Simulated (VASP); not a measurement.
Wanted: the native input for a VASP 6.6.1 run.

| Item | Value |
| --- | --- |
| Task | single point |
| Functional | PBE |
| Potentials or basis | VASP PAW PBE potentials, release 64 (P, As_d) |
| Cutoff | 600 eV |
| k mesh | 4 × 4 × 4 |
| Occupations | gaussian, width 0.1 eV |
| Spin | no spin polarisation |
| Dipole correction | no |
| Further INCAR settings | ALGO = Normal; EDIFF = 1e-06; NBANDS = 34 |

The structure of AsP2 lies in POSCAR:

```
AsP2
1.0
    6.3499781776      0.0000000000      0.0000000000
    0.0000000000      6.3499781776      0.0000000000
    0.0000000000      0.0000000000      3.7834752867
P As
4 2
Direct
    0.0000000000      0.2449340564      0.0007578983
    0.0000000000      0.7550659436      0.0007578983
    0.2449340564      0.0000000000      0.9992421017
    0.7550659436      0.0000000000      0.9992421017
    0.0000000000      0.5000000000     -0.4985000260
    0.5000000000      0.0000000000      1.4985000260
```

The cell was built from a structure type or drawn by symmetry, and may not be a known phase.

These files were run (other wordings do the same):

INCAR

```
ALGO = Normal
EDIFF = 1E-6
ENCUT = 600
GGA = PE
GGA_COMPAT = False
ISIF = 2
ISMEAR = 0
LASPH = True
LCHARG = True
LELF = True
LREAL = False
LVHAR = True
LWAVE = False
NBANDS = 34
NELM = 120
PREC = Accurate
SIGMA = 0.1
```

KPOINTS

```
k-points
0
Gamma
  4 4 4
```

Potentials or basis: VASP PAW PBE potentials, release 64 (P, As_d).

Run with:

```sh
$ cat potpaw_PBE.64/P/POTCAR potpaw_PBE.64/As_d/POTCAR > POTCAR
$ mpirun -np 1 vasp_std > vasp.out
```

It gave:

* Pressure: 0.0 GPa
* Largest force: 0.048 eV/Å
* Band gap on the k mesh: zero (bands 25 and 26 overlap by 1.11 eV)

Caveat: the k points lie up to 0.42 Å⁻¹ apart, too coarse for converged energies and pressures of a metal.

It took 97 s on 1 thread of Intel(R) Xeon(R) Platinum 8259CL CPU @ 2.50GHz (Skylake/Cascade Lake) (shared host), peak memory 0.32 GiB.
